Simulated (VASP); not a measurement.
Here is a VASP 6.6.1 calculation.

INCAR

```
SYSTEM = Fe
  PREC = Accurate
  ENCUT = 600
  EDIFF = 1E-6
  ISMEAR = -1
  SIGMA = 0.05
  LREAL = .FALSE.
  LASPH = .TRUE.
  NELM = 200
  ALGO = Normal
  ISIF = 2
  LWAVE = .FALSE.
  LCHARG = .FALSE.
  ISPIN = 2
  MAGMOM = 3
  LORBIT = 11
  LMAXMIX = 4
  GGA = PE
  NBANDS = 14
  GGA_COMPAT = .FALSE.
```

The input KPOINTS:

```
Automatic mesh
0
G
  16 16 16
  0 0 0
```

File POSCAR:

```
Fe
1.0
    0.0000000000      1.9223222937      1.9651051623
    1.4834553128      0.0000000000      1.9651051623
    1.4834553128      1.9223222937      0.0000000000
Fe
1
Direct
    0.0000000000      0.0000000000      0.0000000000
```

Potentials or basis: VASP PAW PBE potentials, release 64 (Fe).

Run with:

```bash
$ cat potpaw_PBE.64/Fe/POTCAR > POTCAR
$ mpirun -np 1 vasp_std > vasp.out
```

**Question.** Estimate the pressure.

**Answer.** 3.3 GPa.

**Question.** Estimate the site moments.

**Answer.** Fe +2.18 μB.

**Question.** Estimate the net moment.

**Answer.** 2.19 μB per cell.

Stress tensor (GPa, compression positive):
```
-2.18  0.00  0.00
 0.00  7.85  0.00
 0.00  0.00  4.30
```

Caveat: the cell differs from its parent crystal (equal xx and yy strain of -1 %); the stress differs along the axes, from -2 to 8 GPa.
